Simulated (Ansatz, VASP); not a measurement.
# Two plane-wave programs on Al2O3

INCAR

```
PREC     = Accurate       # precision mode
ENCUT    = 600            # plane-wave cutoff, eV
EDIFF    = 1E-7           # SCF threshold, eV
ISMEAR   = 0              # smearing method
SIGMA    = 0.02           # smearing width, eV
LREAL    = F              # projectors in reciprocal space
LASPH    = T              # aspherical terms in the spheres
NELM     = 80             # most SCF steps
ALGO     = Normal         # electronic algorithm
ISIF     = 3              # what is computed and relaxed
LWAVE    = F              # write WAVECAR
LCHARG   = F              # write CHGCAR
IBRION   = 2              # ionic algorithm
NSW      = 100            # ionic steps
EDIFFG   = -0.005         # ionic threshold
```

The input KPOINTS:

```
regular mesh
0
Gamma
  12 12 4
```

Contents of POSCAR:

```
Al2O3
1.0
    2.8843249483      0.0000000000      0.0000000000
   -1.4421624742      2.4978986780      0.0000000000
    0.0000000000      0.0000000000      9.3367544600
Al O
2 3
Direct
    0.0000000000      0.0000000000      0.1499923300
    0.0000000000      0.0000000000      0.8500076700
    0.3333333300      0.6666666700      0.2223169200
    0.6666666700      0.3333333300      0.0000000000
    0.3333333300      0.6666666700      0.7776830800
```

Input for Ansatz:

```yaml
crystal:
  lattice:
    - [2.8843249483, 0.0, 0.0]
    - [-1.4421624742, 2.497898678, 0.0]
    - [0.0, 0.0, 9.33675446]
  atoms:
    - { symbol: Al, position: [0.0, 0.0, 0.14999233] }
    - { symbol: Al, position: [0.0, 0.0, 0.85000767] }
    - { symbol: O, position: [0.33333333, 0.66666667, 0.22231692] }
    - { symbol: O, position: [0.66666667, 0.33333333, 0.0] }
    - { symbol: O, position: [0.33333333, 0.66666667, 0.77768308] }
basis:
  ecutwfc: 420
kpoints:
  mp_grid: { grid: [12, 12, 4] }
hamiltonian:
  xc: lda
scf:
  occupations: { method: gaussian, width: 0.02 }
output:
  forces: true
  stress: true
  eigenvalues: true
relax:
  adjacent_minimum: "off"
  f_tol: 0.005
  max_steps: 80
  cell: { stress_tol: 0.05 }
```

Alike in both runs: task relaxation of cell and atoms; functional LDA; k mesh 12 × 12 × 4; occupations gaussian, width 0.02 eV; no spin polarisation.

|  | VASP | Ansatz |
| --- | --- | --- |
| version | VASP 6.6.1 | Ansatz 0.2.0 |
| potentials or method | VASP PAW LDA potentials, release 64 (Al, O), cutoff 600 eV | scalar-relativistic, plane waves, PAW |
| valence electrons in the cell | 24 | 24 |

```csv
,VASP,Ansatz,Ansatz less VASP
"gap on the k mesh at the Fermi level, each at its own relaxed structure (eV)",4.76,5.18,+0.422
relaxed volume (Å³/atom),10.24,13.03,+2.795
relaxed cell length with the largest relative difference (Å),7.315,9.340,+2.0253
```

LDA's correlation is that of Perdew and Zunger in VASP and of Perdew and Wang (1992) in Ansatz. One of these differences is far larger than is usual between the two programs; its cause wasn't traced.

Noted on VASP's run: the volume moved by over 15 % at a fixed basis, so the end points are rough.
